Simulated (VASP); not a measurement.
# Te (P3_221) in VASP: notebook

Runs on Te. Level: PBEsol. Tasks: single point.

All numbers are computed with VASP 6.6.1; they aren't measurements. Logs are shortened: lines on timing, memory, paths and dates and some standing lists are left out, and cuts for length are marked.

### 1 The cell of the first run

The structure is trigonal, space group P3_221 (No. 154). The conventional cell has a = 4.447 Å, b = 4.447 Å, c = 5.915 Å, α = 90.00°, β = 90.00°, γ = 120.00°. Te (site symmetry 2) has 6 Te at 2.86 to 3.46 Å within 3.8 Å.

### 2 Single point, PBEsol

File INCAR:

```
SYSTEM = Te
ALGO = Normal
EDIFF = 1E-6
ENCUT = 520
GGA = PS
ISIF = 2
ISMEAR = 0
LASPH = .True.
LCHARG = .False.
LREAL = .False.
LWAVE = .False.
NBANDS = 16
NELM = 60
PREC = Accurate
SIGMA = 0.1
```

File KPOINTS:

```
k-points
0
Gamma
  6 6 4
  0 0 0
```

File POSCAR:

```
Te
1.0
    4.4469268669      0.0000000000      0.0000000000
   -2.2234634334      3.8511516355      0.0000000000
    0.0000000000      0.0000000000      5.9149200000
Te
3
Direct
    0.2690000000      0.0000000000      0.1666666667
    0.0000000000      0.2690000000      0.8333333333
    0.7310000000      0.7310000000      0.5000000000
```

Potentials or basis: VASP PAW PBE potentials, release 64 (Te).

Launch:

```sh
$ cat potpaw_PBE.64/Te/POTCAR > POTCAR
$ mpirun -np 1 vasp_std > vasp.out
```

OUTCAR:

```text
SYSTEM = Te
   EDIFF = 1E-6
   ENCUT = 520
   GGA = PS
   ISIF = 2
   ISMEAR = 0
   LASPH = .True.
   LREAL = .False.
   NELM = 60
   PREC = Accurate

 ion  position               nearest neighbor table
   1  0.269  0.000  0.167-   3 2.86   2 2.86   3 3.46   3 3.46   2 3.46   2 3.46
   2  0.000  0.269  0.833-   3 2.86   1 2.86   3 3.46   3 3.46   1 3.46   1 3.46
   3  0.731  0.731  0.500-   2 2.86   1 2.86   2 3.46   1 3.46   1 3.46   2 3.46

  LATTYP: Found a hexagonal cell.
 ALAT       =     4.4469268669
 C/A-ratio  =     1.3301140714

  Lattice vectors:

 A1 = (   4.4469268669,   0.0000000000,   0.0000000000)
 A2 = (  -2.2234634334,   3.8511516355,   0.0000000000)
 A3 = (   0.0000000000,   0.0000000000,   5.9149200000)

Analysis of symmetry for initial positions (statically):
=====================================================================
 Subroutine PRICEL returns:
 Original cell was already a primitive cell.

 Routine SETGRP: Setting up the symmetry group for a
 hexagonal supercell.

 Subroutine GETGRP returns: Found  6 space group operations
 (whereof  2 operations were pure point group operations)
 out of a pool of 24 trial point group operations.

The static configuration has the point symmetry C_2 .
 The point group associated with its full space group is D_3 .

Analysis of symmetry for dynamics (positions and initial velocities):
=====================================================================
 Subroutine PRICEL returns:
 Original cell was already a primitive cell.

 Routine SETGRP: Setting up the symmetry group for a
 hexagonal supercell.

 Subroutine GETGRP returns: Found  6 space group operations
 (whereof  2 operations were pure point group operations)
 out of a pool of 24 trial point group operations.

The dynamic configuration has the point symmetry C_2 .
 The point group associated with its full space group is D_3 .

 Subroutine INISYM returns: Found  6 space group operations
 (whereof  2 operations are pure point group operations),
 and found     1 'primitive' translations

----------------------------------------------------------------------------------------

                                     Primitive cell

  volume of cell :     101.2977

  direct lattice vectors                    reciprocal lattice vectors
     4.446926867  0.000000000  0.000000000     0.224874398  0.129831294  0.000000000
    -2.223463433  3.851151635  0.000000000     0.000000000  0.259662588  0.000000000
     0.000000000  0.000000000  5.914920000     0.000000000  0.000000000  0.169063994

  length of vectors
     4.446926867  4.446926867  5.914920000     0.259662588  0.259662588  0.169063994

  position of ions in fractional coordinates (direct lattice)
     0.269000000  0.000000000  0.166666667
     0.000000000  0.269000000  0.833333333
     0.731000000  0.731000000  0.500000000

  ion indices of the primitive-cell ions
   primitive index   ion index
                 1           1
                 2           2
                 3           3

----------------------------------------------------------------------------------------

 KPOINTS: k-points

Automatic generation of k-mesh.
 Grid dimensions read from file:
 generate k-points for:    6    6    4

 Generating k-lattice:

  Cartesian coordinates                     Fractional coordinates (reciprocal lattice)
     0.037479066  0.021638549  0.000000000     0.166666667  0.000000000  0.000000000
     0.000000000  0.043277098  0.000000000     0.000000000  0.166666667  0.000000000
     0.000000000  0.000000000  0.042265999     0.000000000  0.000000000  0.250000000

  Length of vectors
     0.043277098  0.043277098  0.042265999

  Shift w.r.t. Gamma in fractional coordinates (k-lattice)
     0.000000000  0.000000000  0.000000000

 Subroutine IBZKPT returns following result:
 ===========================================

 Found     24 irreducible k-points:

 Following reciprocal coordinates:
            Coordinates               Weight
  0.000000  0.000000  0.000000      1.000000
  0.166667  0.000000  0.000000      6.000000
  0.333333  0.000000  0.000000      6.000000
  0.500000 -0.000000  0.000000      3.000000
  0.166667  0.166667  0.000000      6.000000
  0.333333  0.166667  0.000000     12.000000
[... 16 lines left out ...]
  0.333333  0.166667  0.500000     12.000000
  0.333333  0.333333  0.500000      2.000000
   k-points           NKPTS =     24   k-points in BZ     NKDIM =     24   number of bands    NBANDS=     16
   number of dos      NEDOS =    301   number of ions     NIONS =      3
   total plane-waves  NPLWV =  62208
   dimension x,y,z NGX =    36 NGY =   36 NGZ =   48
   dimension x,y,z NGXF=    72 NGYF=   72 NGZF=   96
   ions per type =               3
   NGX,Y,Z   is equivalent  to a cutoff of  13.46, 13.46, 13.49 a.u.
   NGXF,Y,Z  is equivalent  to a cutoff of  26.92, 26.92, 26.98 a.u.
 SYSTEM =  Te
   PREC   = accura    normal or accurate (medium, high low for compatibility)
   ISTART =      0    job   : 0-new  1-cont  2-samecut
   ICHARG =      2    charge: 1-file 2-atom 10-const
   ISPIN  =      1    spin polarized calculation?
   LNONCOLLINEAR =      F non collinear calculations
   LSORBIT =      F    spin-orbit coupling
   LASPH  =      T    aspherical Exc in radial PAW
   ENCUT  =  520.0 eV  38.22 Ry    6.18 a.u.   8.27  8.27 11.00*2*pi/ulx,y,z
   NELM   =     60;   NELMIN=  2; NELMDL= -5     # of ELM steps
   EDIFF  = 0.1E-05   stopping-criterion for ELM
   LREAL  =      F    real-space projection
   EDIFFG = 0.1E-04   stopping-criterion for IOM
   NSW    =      0    number of steps for IOM
   IBRION =     -1    ionic relax: 0-MD 1-quasi-New 2-CG
   NFREE  =      0    steps in history (QN), initial steepest desc. (CG)
   ISIF   =      2    stress and relaxation
   ISYM   =      2    0-nonsym 1-usesym 2-fastsym
   POTIM  = 0.5000    time-step for ionic-motion
   TEBEG  =    0.0;   TEEND  =   0.0 temperature during run
   PSTRESS=    0.0 pullay stress
   NELECT =      18.0000    total number of electrons
   NUPDOWN=      -1.0000    fix difference up-down
   EMIN   =  10.00;   EMAX   =-10.00  energy-range for DOS
   EFERMI =   0.00;   METHOD = LEGACY
   ISMEAR =     0;   SIGMA  =   0.10  broadening in eV -4-tet -1-fermi 0-gaus
   EFERMI_NEDOS =   21; number of points for ismear=-14 and -15
   IALGO  =     38    algorithm
   IMIX   =      4    mixing-type and parameters
     AMIX     =   0.40;   BMIX     =  1.00
     AMIX_MAG =   1.60;   BMIX_MAG =  1.00
  volume/ion in A,a.u.               =      33.77       227.86
  Fermi-wavevector in a.u.,A,eV,Ry     =   0.920377  1.739261 11.525415  0.847094
  Thomas-Fermi vector in A             =   2.045676
   LORBIT       =      0    0 simple, 1 ext, 2 COOP (PROOUT), +10 PAW based schemes
   GGA     = PS    functional components
   LHFCALC =     F    Hartree Fock is set to
   AEXX    =    0.0000 exact exchange contribution
   IVDW    =     0    specifies the selected vdW correction
   LEPSILON=     F    determine dielectric tensor
   LRPA    =     F    only Hartree local field effects (RPA)
 non-spin polarized calculation
 Gauss-broadening in eV      SIGMA  =   0.10
  energy-cutoff  :      520.00
  volume of cell :      101.30
 maximum number of plane-waves:      2756
 NGX is ok and might be reduce to    36
   NGX = 17   NGY = 17   NGZ = 21

 number of electron      17.9999999 magnetization

 Free energy of the ion-electron system (eV)
  ---------------------------------------------------
  ext. energy  EPLUGINS =         0.00000000
  ---------------------------------------------------
  free energy    TOTEN  =       -10.54386043 eV

  energy without entropy =      -10.54245013  energy(sigma->0) =      -10.54315528

 E-fermi :   5.9715     XC(G=0):  -9.2485

 val. band max:        5.8890476263   @ k =   0.3333   0.3333   0.5000
 cond. band min:       6.0205771004   @ k =   0.3333   0.3333   0.5000
 fundamental gap:      0.1315294741
 Fermi energy:         5.9714793784

 k-point     1 :       0.0000    0.0000    0.0000
  band No.  band energies     occupation
      1      -7.7941      2.00000
      2      -4.4648      2.00000
      3      -4.4648      2.00000
      4       2.7984      2.00000
      5       3.1185      2.00000
      6       3.1185      2.00000
[... 8 lines left out ...]
     15      11.7260      0.00000
     16      12.1077      0.00000

 k-point     2 :       0.1667    0.0000    0.0000
  band No.  band energies     occupation
      1      -7.6064      2.00000
      2      -4.5299      2.00000
      3      -4.4127      2.00000
      4       1.7248      2.00000
      5       2.3837      2.00000
      6       2.7440      2.00000
[... 8 lines left out ...]
     15      11.9373      0.00000
     16      12.3936      0.00000

 k-point     3 :       0.3333    0.0000    0.0000
  band No.  band energies     occupation
      1      -7.1130      2.00000
      2      -4.8610      2.00000
      3      -4.2939      2.00000
      4       0.9902      2.00000
      5       1.6431      2.00000
      6       2.2454      2.00000
[... 8 lines left out ...]
     15      12.8682      0.00000
     16      13.7214      0.00000

 k-point     4 :       0.5000   -0.0000    0.0000
  band No.  band energies     occupation
      1      -6.7274      2.00000
      2      -5.2146      2.00000
      3      -4.2272      2.00000
      4       0.9864      2.00000
      5       1.4246      2.00000
      6       2.2554      2.00000
[... 8 lines left out ...]
     15      14.4602      0.00000
     16      14.7690      0.00000
[... 324 lines left out ...]
 k-point    22 :       0.1667    0.1667    0.5000
  band No.  band energies     occupation
      1      -6.5098      2.00000
      2      -6.4119      2.00000
      3      -3.3405      2.00000
      4       1.2484      2.00000
      5       1.9771      2.00000
      6       2.1416      2.00000
[... 8 lines left out ...]
     15      12.3623      0.00000
     16      12.6012      0.00000

 k-point    23 :       0.3333    0.1667    0.5000
  band No.  band energies     occupation
      1      -6.2069      2.00000
      2      -5.9761      2.00000
      3      -4.0422      2.00000
      4       0.4369      2.00000
      5       1.3900      2.00000
      6       1.5701      2.00000
[... 8 lines left out ...]
     15      12.5658      0.00000
     16      13.2923      0.00000

 k-point    24 :       0.3333    0.3333    0.5000
  band No.  band energies     occupation
      1      -5.9504      2.00000
      2      -5.9504      2.00000
      3      -4.2429      2.00000
      4       0.6533      2.00000
      5       0.8092      2.00000
      6       0.8092      2.00000
[... 8 lines left out ...]
     15      12.2534      0.00000
     16      12.8475      0.00000

------------------------ aborting loop because EDIFF is reached ----------------------------------------

  FORCE on cell =-STRESS in cart. coord.  units (eV):
  Direction    XX          YY          ZZ          XY          YZ          ZX
  --------------------------------------------------------------------------------------
  -------------------------------------------------------------------------------------
  Total       -0.4825840     -0.4825840     -0.2185297     -0.0000000      0.0000000     -0.0000000
  in kB       -7.6328020     -7.6328020     -3.4563814     -0.0000000      0.0000000     -0.0000000
  external PRESSURE =      -6.2406618 kB  Pullay stress =       0.0000000 kB

 VOLUME and BASIS-vectors are now :
 -----------------------------------------------------------------------------
  energy-cutoff  :      520.00
  volume of cell :      101.30
      direct lattice vectors                 reciprocal lattice vectors
     4.446926867  0.000000000  0.000000000     0.224874398  0.129831294  0.000000000
    -2.223463433  3.851151635  0.000000000     0.000000000  0.259662588  0.000000000
     0.000000000  0.000000000  5.914920000     0.000000000  0.000000000  0.169063994

 POSITION                                       TOTAL-FORCE (eV/Angst)
 -----------------------------------------------------------------------------------
      1.19622      0.00000      0.98582         0.141987     -0.000000      0.000000
     -0.59811      1.03596      4.92910        -0.070993      0.122964     -0.000000
      1.62535      2.81519      2.95746        -0.070993     -0.122964      0.000000
 -----------------------------------------------------------------------------------
    total drift:                               -0.000000      0.000000      0.000000

  FREE ENERGIE OF THE ION-ELECTRON SYSTEM (eV)
  ---------------------------------------------------
  free  energy   TOTEN  =       -10.5438604322 eV

  energy  without entropy=      -10.5424501283  energy(sigma->0) =      -10.54315528
```

Run time: 25 s. Hardware: 1 thread of Intel Xeon Platinum 8488C (Sapphire Rapids), shared host; peak memory 0.23 GiB.

Results:

```
Free energy            : -10.5439 eV
Pressure               : -0.6 GPa
Largest force          : 0.142 eV/Å
Band gap on the k mesh : 0.13 eV, direct
```

Forces in eV/Å, atoms in the order of the input:
```
Te   0.142  0.000  0.000
Te  -0.071  0.123  0.000
Te  -0.071 -0.123  0.000
```

Stress tensor (GPa, compression positive):
```
-0.76  0.00  0.00
 0.00 -0.76  0.00
 0.00  0.00 -0.35
```

Caveat: the PAW data sets were made with another functional, which shifts forces and pressure a little; spin-orbit coupling is left out, which moves the levels of the heavy elements. A k mesh can miss the band edges.

### 3 Single point, PBEsol

File INCAR:

```
SYSTEM = Te
PREC = Accurate
ENCUT = 520
EDIFF = 1E-6
ISMEAR = 0
SIGMA = 0.01
LREAL = .FALSE.
LASPH = .TRUE.
NELM = 80
ALGO = Normal
ISIF = 2
LWAVE = .FALSE.
LCHARG = .FALSE.
GGA = PS
NBANDS = 16
```

File KPOINTS:

```
Automatic mesh
0
G
  9 9 6
  0 0 0
```

POSCAR is that of step 2.

Potentials or basis: VASP PAW PBE potentials, release 64 (Te).

Launch:

```sh
$ cat potpaw_PBE.64/Te/POTCAR > POTCAR
$ mpirun -np 1 vasp_std > vasp.out
```

It took 60 s on 1 thread of Intel Xeon Platinum 8488C (Sapphire Rapids), shared host; peak memory 0.27 GiB.

It converged, with:

- Free energy: -10.5490 eV
- Pressure: -0.6 GPa
- Largest force: 0.154 eV/Å
- Band gap on the k mesh: 0.13 eV, direct

Forces in eV/Å, atoms in the order of the input:
```
Te   0.154  0.000  0.000
Te  -0.077  0.133  0.000
Te  -0.077 -0.133  0.000
```

Stress tensor (GPa, compression positive):
```
-0.78  0.00  0.00
 0.00 -0.78  0.00
 0.00  0.00 -0.38
```

Levels at points of the mesh, in eV from the valence-band top:
| k point | band 6 | band 7 | band 8 | band 9 | band 10 | band 11 | band 12 | band 13 |
| --- | --- | --- | --- | --- | --- | --- | --- | --- |
| (0.00, 0.00, 0.00) | -2.77 | -1.71 | -1.71 | -0.86 | 0.99 | 0.99 | 1.58 | 4.86 |
| (0.00, 0.00, 0.50) | -2.69 | -1.34 | -1.05 | -1.05 | 0.43 | 0.43 | 0.45 | 3.91 |

Caveat: the PAW data sets were made with another functional, which shifts forces and pressure a little; spin-orbit coupling is left out, which moves the levels of the heavy elements. A k mesh can miss the band edges.
